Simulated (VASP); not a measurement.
Input of a VASP 6.6.1 run:

INCAR

```
SYSTEM = C
  PREC = Accurate
  ENCUT = 520
  EDIFF = 1E-7
  ISMEAR = 0
  SIGMA = 0.05
  LREAL = .False.
  LASPH = .True.
  NELM = 100
  ALGO = Normal
  ISIF = 2
  LWAVE = .False.
  LCHARG = .False.
  GGA = PE
  NBANDS = 26
```

KPOINTS

```
regular mesh
0
Gamma
  6 6 6
  0 0 0
```

File POSCAR:

```
C
1.0
    3.5668000000      0.0000000000      0.0000000000
    0.0000000000     -3.5668000000      0.0000000000
    0.0000000000      0.0000000000     -3.5668000000
C
8
Direct
    0.5000000000      0.0000000000     -0.0588763037
    0.0000000000      0.5000000000      0.0000000000
    0.0000000000      0.0000000000      0.5000000000
    0.5000000000      0.5000000000      0.5000000000
    0.7500000000      0.7500000000      0.7500000000
    0.2500000000      0.2500000000      0.7500000000
    0.2500000000      0.7500000000      0.2500000000
    0.7500000000      0.2500000000      0.2500000000
```

Potentials or basis: VASP PAW PBE potentials, release 64 (C).

Launch:

```bash
$ cat potpaw_PBE.64/C/POTCAR > POTCAR
$ mpirun -np 1 vasp_std > vasp.out
```

Task: What does it give for the largest force?

Result: 8.973 eV/Å.

Task: Predict the pressure.

Result: 7.0 GPa.

Task: What does it give for the band gap on the k mesh?

Result: 2.73 eV, direct.

Forces on the atoms (eV/Å):
```
C    0.000  0.000 -8.973
C    0.000  0.000 -1.196
C    0.000  0.000  1.373
C    0.000  0.000  1.373
C    1.060  1.060  2.233
C   -1.060 -1.060  2.233
C    0.237 -0.237  1.479
C   -0.237  0.237  1.479
```

Caveat: the cell differs from its parent crystal (atom 1 (C) moved +0.210 Å along Cartesian [0 0 1]); forces of over 1 eV/Å act on the atoms, so gaps and moduli don't describe the material at rest. A k mesh can miss the band edges.
